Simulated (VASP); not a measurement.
Ge: single point with PBE

Ge:

```
Ge
1.0
     0.00000    2.79354    5.26361
     2.55103    0.00000    5.26361
     2.55103    2.79354    0.00000
Ge
4
Direct
  0.74767 0.74767 0.25233
  0.25233 0.25233 0.74767
  0.28226 0.71774 0.28226
  0.71774 0.28226 0.71774
```

This cell differs from its parent crystal: strained.

| Quantity | Value |
| --- | --- |
| Program | VASP 6.6.1 |
| Task | single point |
| Functional | PBE |
| Potentials or basis | VASP PAW PBE potentials, release 64 (Ge_d) |
| Cutoff | 520 eV |
| k mesh | 12 × 12 × 12 |
| Occupations | gaussian, width 0.1 eV |
| Spin | no spin polarisation |
| Dipole correction | no |
| Further INCAR settings | ALGO = Normal; EDIFF = 1e-06; NBANDS = 36 |

| Item | Value |
| --- | --- |
| Pressure | 4.7 GPa |
| Largest force | 0.979 eV/Å |
| Band gap on the k mesh | zero (bands 28 and 29 overlap by 4.04 eV) |

Forces in eV/Å, atoms in the order of the input:
```
Ge   0.000  0.000  0.111
Ge   0.000  0.000 -0.111
Ge   0.000 -0.979  0.000
Ge   0.000  0.979  0.000
```

Stress tensor (GPa, compression positive):
```
 8.58  0.00  0.00
 0.00  6.62  0.00
 0.00  0.00 -0.97
```

Levels at points of the mesh, in eV from the Fermi level:
```tsv
k point	band 26	band 27	band 28	band 29	band 30	band 31
(0.00, 0.00, 0.00)	-2.12	-1.92	-1.84	-1.78	3.17	3.68
(0.50, 0.00, 0.00)	-1.56	-0.37	0.43	0.96	1.70	2.81
(0.50, 0.50, 0.00)	-1.98	-0.75	-0.68	0.49	0.68	2.96
(0.50, 0.00, 0.50)	-4.73	-3.59	-3.32	-1.16	-0.86	3.66
(0.00, 0.50, 0.50)	-5.57	-3.62	-2.79	-2.04	2.77	2.99
```

Run time: 11 min on 1 thread of Intel(R) Xeon(R) Platinum 8488C (Sapphire Rapids), with other jobs on the host, peak memory 0.63 GiB.

Caveat: the cell differs from its parent crystal (strained); the cell stands under pressure.
